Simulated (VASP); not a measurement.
Ni:

```
CELL_PARAMETERS angstrom
0.00000 1.76775 1.76775
1.76775 0.00000 1.76775
1.76775 1.76775 0.00000
ATOMIC_POSITIONS crystal
Ni 0.00000 0.00000 0.00000
```

Base run:

```yaml
Program: VASP 6.6.1
Functional: PBE
Potentials_or_basis: VASP PAW PBE potentials, release 64 (Ni)
Cutoff: 520 eV
k_mesh: 14 × 14 × 14
Occupations: gaussian, width 0.1 eV
Spin: collinear spin, ferromagnetic start
Starting_moments: "[1.91] μB"
Fixed_moment: 1.91 μB
```

Its results: pressure 19.2 GPa; site moments Ni +1.79 μB.

Question: After a change of settings the same cell gave: pressure 2.9 GPa; site moments Ni +1.17 μB. Which change was it?
A. fixed moment from 1.91 μB to none; moments at the start from [1.91] to [2.0]
B. fixed moment from 1.91 μB to 1.43 μB; moments at the start from [1.91] to [1.43]
C. fixed moment from 1.91 μB to 1.19 μB; moments at the start from [1.91] to [1.19]
D. fixed moment from 1.91 μB to 0.24 μB; moments at the start from [1.91] to [0.24]

Answer: C.

Caveats: the total moment is fixed, so each spin has its own Fermi level.
